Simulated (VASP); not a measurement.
Wanted: the native input for a VASP 6.6.1 run.

```
Task                   : single point
Functional             : PBE
Potentials or basis    : VASP PAW PBE potentials, release 64 (Co)
Cutoff                 : 520 eV
k mesh                 : 11 × 11 × 6
Occupations            : fermi-dirac, width 0.05 eV
Spin                   : collinear spin, ferromagnetic start
Starting moments       : [2.05, 2.05] μB
Fixed moment           : 4.1 μB
Dipole correction      : no
Further INCAR settings : ALGO = Normal; EDIFF = 1e-06; NBANDS = 20
```

The structure of Co lies in POSCAR:

```
Co
1.0
    2.5053999800      0.0000000000      0.0000000000
   -1.2526999900      2.1697400300      0.0000000000
    0.0000000000      0.0000000000      4.0893000000
Co
2
Direct
    0.3333333300      0.6666666700      0.2500000000
    0.6666666700      0.3333333300      0.7500000000
```

These files were run (other wordings do the same):

INCAR

```
SYSTEM = Co
PREC = Accurate
ENCUT = 520
EDIFF = 1E-6
ISMEAR = -1
SIGMA = 0.05
LREAL = .FALSE.
LASPH = .TRUE.
NELM = 150
ALGO = Normal
ISIF = 2
LWAVE = .FALSE.
LCHARG = .FALSE.
ISPIN = 2
MAGMOM = 2.05 2.05
LORBIT = 11
NUPDOWN = 4.1
LMAXMIX = 4
GGA = PE
NBANDS = 20
```

KPOINTS

```
regular mesh
0
G
  11 11 6
  0 0 0
```

Potentials or basis: VASP PAW PBE potentials, release 64 (Co).

Command:

```bash
$ cat potpaw_PBE.64/Co/POTCAR > POTCAR
$ mpirun -np 1 vasp_std > vasp.out
```

Results of the run:

```
Pressure                                              : 3.1 GPa
Net moment                                            : 4.10 μB per cell
Site moments                                          : Co +2.04 μB
Valence electrons inside the program's atomic spheres : Co 8.21
```

Caveat: the cell stands under pressure; the total moment is fixed, so each spin has its own Fermi level.

It took 57 s on 1 thread of Intel Xeon 8259CL, with other jobs on the host, peak memory 0.17 GiB.
